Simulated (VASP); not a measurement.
# Cr in VASP: single point with PBE

Aim: the single point of Cr with PBE.

All numbers are computed with VASP 6.6.1; they aren't measurements. Logs are shortened: lines on timing, memory, paths and dates and some standing lists are left out, and cuts for length are marked.

## Step 1: The cell of the first run

The cell holds a slab with vacuum, 6 atoms: a = 3.811 Å, b = 3.811 Å, c = 25.050 Å, α = 90.00°, β = 90.00°, γ = 90.00°.

## Step 2: Single point, PBE

INCAR reads:

```
ALGO = Normal
DIPOL = 0.5 0.5 0.687
EDIFF = 1E-6
ENCUT = 400
GGA = PE
GGA_COMPAT = False
IDIPOL = 3
ISIF = 2
ISMEAR = 1
LASPH = True
LCHARG = False
LDIPOL = True
LREAL = False
LWAVE = False
NBANDS = 45
NELM = 120
NELMDL = -8
PREC = Accurate
SIGMA = 0.1
```

KPOINTS reads:

```
k-points
0
Gamma
  10 10 1
```

POSCAR reads:

```
Cr
1.0
    3.8111205900      0.0000000000      0.0000000000
    0.0000000000      3.8111205900      0.0000000000
    0.0000000000      0.0000000000     25.0497571115
Cr
6
Direct
    0.5000000000      0.0000000000      0.6307519662
    0.0000000000      0.5000000000      0.6269760995
    0.5000000000      0.5000000000      0.6859310599
    0.0000000000      1.0000000000      0.6869582539
    0.5000000000      0.0000000000      0.7454960076
    0.0000000000      0.5000000000      0.7439034479
```

Potentials or basis: VASP PAW PBE potentials, release 64 (Cr_pv).

On the command line:

```sh
cat potpaw_PBE.64/Cr_pv/POTCAR > POTCAR
mpirun -np 1 vasp_std > vasp.out
```

OUTCAR:

```text
EDIFF = 1E-6
   ENCUT = 400
   GGA = PE
   ISIF = 2
   ISMEAR = 1
   LASPH = True
   LREAL = False
   NELM = 120
   NELMDL = -8
   PREC = Accurate

 ion  position               nearest neighbor table
   1  0.500  0.000  0.631-   3 2.35   3 2.35   4 2.37   4 2.37   2 2.70   2 2.70   2 2.70   2 2.70
                             5 2.87
   2  0.000  0.500  0.627-   3 2.41   3 2.41   4 2.43   4 2.43   1 2.70   1 2.70   1 2.70   1 2.70
                             6 2.93
   3  0.500  0.500  0.686-   1 2.35   1 2.35   6 2.40   6 2.40   2 2.41   2 2.41   5 2.42   5 2.42
                             4 2.69   4 2.69   4 2.69   4 2.69
   4  0.000  0.000  0.687-   1 2.37   1 2.37   6 2.38   6 2.38   5 2.40   5 2.40   2 2.43   2 2.43
                             3 2.69   3 2.69   3 2.69   3 2.69
   5  0.500  0.000  0.745-   4 2.40   4 2.40   3 2.42   3 2.42   6 2.70   6 2.70   6 2.70   6 2.70
                             1 2.87
   6  0.000  0.500  0.744-   4 2.38   4 2.38   3 2.40   3 2.40   5 2.70   5 2.70   5 2.70   5 2.70
                             2 2.93

  LATTYP: Found a simple tetragonal cell.
 ALAT       =     3.8111205900
 C/A-ratio  =     6.5728062180

  Lattice vectors:

 A1 = (   3.8111205900,   0.0000000000,   0.0000000000)
 A2 = (   0.0000000000,   3.8111205900,   0.0000000000)
 A3 = (   0.0000000000,   0.0000000000,  25.0497571115)

Analysis of symmetry for initial positions (statically):
=====================================================================
 Subroutine PRICEL returns:
 Original cell was already a primitive cell.

 Routine SETGRP: Setting up the symmetry group for a
 simple tetragonal supercell.

 Subroutine GETGRP returns: Found  4 space group operations
 (whereof  4 operations were pure point group operations)
 out of a pool of 16 trial point group operations.

The static configuration has the point symmetry C_2v.

Analysis of symmetry for dynamics (positions and initial velocities):
=====================================================================
 Subroutine PRICEL returns:
 Original cell was already a primitive cell.

 Routine SETGRP: Setting up the symmetry group for a
 simple tetragonal supercell.

 Subroutine GETGRP returns: Found  4 space group operations
 (whereof  4 operations were pure point group operations)
 out of a pool of 16 trial point group operations.

The dynamic configuration has the point symmetry C_2v.

 Subroutine INISYM returns: Found  4 space group operations
 (whereof  4 operations are pure point group operations),
 and found     1 'primitive' translations

----------------------------------------------------------------------------------------

                                     Primitive cell

  volume of cell :     363.8387

  direct lattice vectors                    reciprocal lattice vectors
     3.811120590  0.000000000  0.000000000     0.262390018  0.000000000  0.000000000
     0.000000000  3.811120590  0.000000000     0.000000000  0.262390018  0.000000000
     0.000000000  0.000000000 25.049757111     0.000000000  0.000000000  0.039920547

  length of vectors
     3.811120590  3.811120590 25.049757111     0.262390018  0.262390018  0.039920547

  position of ions in fractional coordinates (direct lattice)
     0.500000000  0.000000000  0.630751966
     0.000000000  0.500000000  0.626976099
     0.500000000  0.500000000  0.685931060
     0.000000000  0.000000000  0.686958254
     0.500000000  0.000000000  0.745496008
     0.000000000  0.500000000  0.743903448

  ion indices of the primitive-cell ions
   primitive index   ion index
                 1           1
                 2           2
                 3           3
                 4           4
                 5           5
                 6           6

----------------------------------------------------------------------------------------

 KPOINTS: k-points

Automatic generation of k-mesh.
 Grid dimensions read from file:
 generate k-points for:   10   10    1

 Generating k-lattice:

  Cartesian coordinates                     Fractional coordinates (reciprocal lattice)
     0.026239002  0.000000000  0.000000000     0.100000000  0.000000000  0.000000000
     0.000000000  0.026239002  0.000000000     0.000000000  0.100000000  0.000000000
     0.000000000  0.000000000  0.039920547     0.000000000  0.000000000  1.000000000

  Length of vectors
     0.026239002  0.026239002  0.039920547

  Shift w.r.t. Gamma in fractional coordinates (k-lattice)
     0.000000000  0.000000000  0.000000000

 Subroutine IBZKPT returns following result:
 ===========================================

 Found     36 irreducible k-points:

 Following reciprocal coordinates:
            Coordinates               Weight
  0.000000  0.000000  0.000000      1.000000
  0.100000  0.000000  0.000000      2.000000
  0.000000  0.100000  0.000000      2.000000
  0.200000  0.000000  0.000000      2.000000
  0.000000  0.200000  0.000000      2.000000
  0.300000  0.000000  0.000000      2.000000
[... 16 lines left out ...]
 -0.200000  0.300000  0.000000      4.000000
  0.400000  0.200000  0.000000      4.000000
 [... further k-points ...]
   k-points           NKPTS =     36   k-points in BZ     NKDIM =     36   number of bands    NBANDS=     45
   number of dos      NEDOS =    301   number of ions     NIONS =      6
   total plane-waves  NPLWV = 131712
   dimension x,y,z NGX =    28 NGY =   28 NGZ =  168
   dimension x,y,z NGXF=    56 NGYF=   56 NGZF=  336
   ions per type =               6
   NGX,Y,Z   is equivalent  to a cutoff of  12.21, 12.21, 11.15 a.u.
   NGXF,Y,Z  is equivalent  to a cutoff of  24.43, 24.43, 22.30 a.u.
 SYSTEM =  unknown system
   PREC   = accura    normal or accurate (medium, high low for compatibility)
   ISTART =      0    job   : 0-new  1-cont  2-samecut
   ICHARG =      2    charge: 1-file 2-atom 10-const
   ISPIN  =      1    spin polarized calculation?
   LNONCOLLINEAR =      F non collinear calculations
   LSORBIT =      F    spin-orbit coupling
   LASPH  =      T    aspherical Exc in radial PAW
   ENCUT  =  400.0 eV  29.40 Ry    5.42 a.u.   6.21  6.21 40.85*2*pi/ulx,y,z
   NELM   =    120;   NELMIN=  2; NELMDL= -8     # of ELM steps
   EDIFF  = 0.1E-05   stopping-criterion for ELM
   LREAL  =      F    real-space projection
   EDIFFG = 0.1E-04   stopping-criterion for IOM
   NSW    =      0    number of steps for IOM
   IBRION =     -1    ionic relax: 0-MD 1-quasi-New 2-CG
   NFREE  =      0    steps in history (QN), initial steepest desc. (CG)
   ISIF   =      2    stress and relaxation
   ISYM   =      2    0-nonsym 1-usesym 2-fastsym
   POTIM  = 0.5000    time-step for ionic-motion
   TEBEG  =    0.0;   TEEND  =   0.0 temperature during run
   PSTRESS=    0.0 pullay stress
   NELECT =      72.0000    total number of electrons
   NUPDOWN=      -1.0000    fix difference up-down
   EMIN   =  10.00;   EMAX   =-10.00  energy-range for DOS
   EFERMI =   0.00;   METHOD = LEGACY
   ISMEAR =     1;   SIGMA  =   0.10  broadening in eV -4-tet -1-fermi 0-gaus
   EFERMI_NEDOS =   21; number of points for ismear=-14 and -15
   IALGO  =     38    algorithm
   IMIX   =      4    mixing-type and parameters
     AMIX     =   0.40;   BMIX     =  1.00
     AMIX_MAG =   1.60;   BMIX_MAG =  1.00
  volume/ion in A,a.u.               =      60.64       409.22
  Fermi-wavevector in a.u.,A,eV,Ry     =   0.954002  1.802803 12.382936  0.910120
  Thomas-Fermi vector in A             =   2.082709
   LORBIT       =      0    0 simple, 1 ext, 2 COOP (PROOUT), +10 PAW based schemes
   GGA     = PE    functional components
   LHFCALC =     F    Hartree Fock is set to
   AEXX    =    0.0000 exact exchange contribution
   IVDW    =     0    specifies the selected vdW correction
   LEPSILON=     F    determine dielectric tensor
   LRPA    =     F    only Hartree local field effects (RPA)
 non-spin polarized calculation
 Methfessel and Paxton  Order N= 1 SIGMA  =   0.10
  energy-cutoff  :      400.00
  volume of cell :      363.84
 maximum number of plane-waves:      6652
 NGX is ok and might be reduce to    28
   NGX = 13   NGY = 13   NGZ = 81

 dipolmoment           0.000000      0.000000     -0.003308 electrons x Angstroem

 number of electron      71.9999912 magnetization

 dipolmoment           0.000000      0.000000      0.001156 electrons x Angstroem

 Free energy of the ion-electron system (eV)
  ---------------------------------------------------
  ext. energy  EPLUGINS =         0.00000000
  ---------------------------------------------------
  free energy    TOTEN  =       -49.86640344 eV

  energy without entropy =      -49.87203758  energy(sigma->0) =      -49.86828149

 E-fermi :  -1.2705     XC(G=0):  -3.5143

 val. band max:       -1.2725348504   @ k =   0.5000   0.2000   0.0000
 cond. band min:      -1.2544653606   @ k =   0.3000   0.1000   0.0000
 fundamental gap:      0.0180694898
 Fermi energy:        -1.2704974382

 k-point     1 :       0.0000    0.0000    0.0000
  band No.  band energies     occupation
      1     -44.8533      2.00000
      2     -44.8512      2.00000
      3     -44.6627      2.00000
      4     -44.4729      2.00000
      5     -44.4646      2.00000
      6     -44.3952      2.00000
[... 37 lines left out ...]
     44       0.5159     -0.00000
     45       0.7137     -0.00000

 k-point     2 :       0.1000    0.0000    0.0000
  band No.  band energies     occupation
      1     -44.8439      2.00000
      2     -44.8402      2.00000
      3     -44.6621      2.00000
      4     -44.5060      2.00000
      5     -44.4816      2.00000
      6     -44.4335      2.00000
[... 37 lines left out ...]
     44       0.2957     -0.00000
     45       0.4644     -0.00000

 k-point     3 :       0.0000    0.1000    0.0000
  band No.  band energies     occupation
      1     -44.8422      2.00000
      2     -44.8418      2.00000
      3     -44.6622      2.00000
      4     -44.5117      2.00000
      5     -44.4742      2.00000
      6     -44.4326      2.00000
[... 997 lines left out ...]
     44      -0.2663     -0.00000
     45      -0.2316     -0.00000

 k-point    24 :       0.4000    0.2000    0.0000
  band No.  band energies     occupation
      1     -44.8321      2.00000
      2     -44.7743      2.00000
      3     -44.7015      2.00000
      4     -44.6853      2.00000
      5     -44.5978      2.00000
      6     -44.4605      2.00000
[... 37 lines left out ...]
     44      -0.2691     -0.00000
     45      -0.1245     -0.00000

 [... further k-points ...]

------------------------ aborting loop because EDIFF is reached ----------------------------------------

 vacuum level on the upper side and lower side of the slab       (xc-potential included)         0.002        -0.012

  FORCE on cell =-STRESS in cart. coord.  units (eV):
  Direction    XX          YY          ZZ          XY          YZ          ZX
  --------------------------------------------------------------------------------------
  -------------------------------------------------------------------------------------
  Total       -1.7823766     -1.7876756     -2.5515898      0.0000000      0.0000000      0.0000000
  in kB       -7.8487618     -7.8720964    -11.2360211      0.0000000      0.0000000      0.0000000
  external PRESSURE =      -8.9856264 kB  Pullay stress =       0.0000000 kB

 VOLUME and BASIS-vectors are now :
 -----------------------------------------------------------------------------
  energy-cutoff  :      400.00
  volume of cell :      363.84
      direct lattice vectors                 reciprocal lattice vectors
     3.811120590  0.000000000  0.000000000     0.262390018  0.000000000  0.000000000
     0.000000000  3.811120590  0.000000000     0.000000000  0.262390018  0.000000000
     0.000000000  0.000000000 25.049757111     0.000000000  0.000000000  0.039920547

 POSITION                                       TOTAL-FORCE (eV/Angst)
 -----------------------------------------------------------------------------------
      1.90556      0.00000     15.80018         0.000000      0.000000     -0.001238
      0.00000      1.90556     15.70560         0.000000      0.000000      0.581606
      1.90556      1.90556     17.18241         0.000000      0.000000      0.119161
      0.00000      0.00000     17.20814         0.000000      0.000000     -0.013020
      1.90556      0.00000     18.67449         0.000000      0.000000     -0.347573
      0.00000      1.90556     18.63460         0.000000      0.000000     -0.338935
 -----------------------------------------------------------------------------------
    total drift:                                0.000000      0.000000     -0.001019

  FREE ENERGIE OF THE ION-ELECTRON SYSTEM (eV)
  ---------------------------------------------------
  free  energy   TOTEN  =       -49.8664034389 eV

  energy  without entropy=      -49.8720375773  energy(sigma->0) =      -49.86828149

 vacuum level on the upper side and lower side of the slab         3.076         3.062
```

It took 20 min on 1 thread of Oxide Virtual Turin-like, shared host; peak memory 0.48 GiB.

What came out:

```
Free energy            : -49.8664 eV
Largest force          : 0.582 eV/Å
Band gap on the k mesh : zero (bands 36 and 37 overlap by 0.45 eV)
```

Forces in eV/Å, atoms in the order of the input:
```
Cr   0.000  0.000 -0.001
Cr   0.000  0.000  0.582
Cr   0.000  0.000  0.119
Cr   0.000  0.000 -0.013
Cr   0.000  0.000 -0.348
Cr   0.000  0.000 -0.339
```

Levels at points of the mesh, in eV from the Fermi level:
```csv
k point,band 32,band 33,band 34,band 35,band 36,band 37,band 38,band 39,band 40,band 41
"(0.00, 0.00, 0.00)",-0.83,-0.48,-0.31,-0.04,0.04,0.27,0.27,0.99,0.99,1.02
"(0.50, 0.00, 0.00)",-1.62,-0.49,-0.42,-0.41,-0.34,-0.29,-0.22,0.06,0.08,0.58
"(0.00, 0.50, 0.00)",-1.62,-0.49,-0.42,-0.41,-0.35,-0.29,-0.22,0.06,0.08,0.58
"(0.50, 0.50, 0.00)",-1.39,-1.11,-1.10,0.06,0.09,0.10,0.10,0.34,0.44,0.83
```

Caveat: the run has no spin polarisation, though such a crystal can be magnetic. Spin polarisation is off, so any magnetic state and its effect on volume and gap are missing.
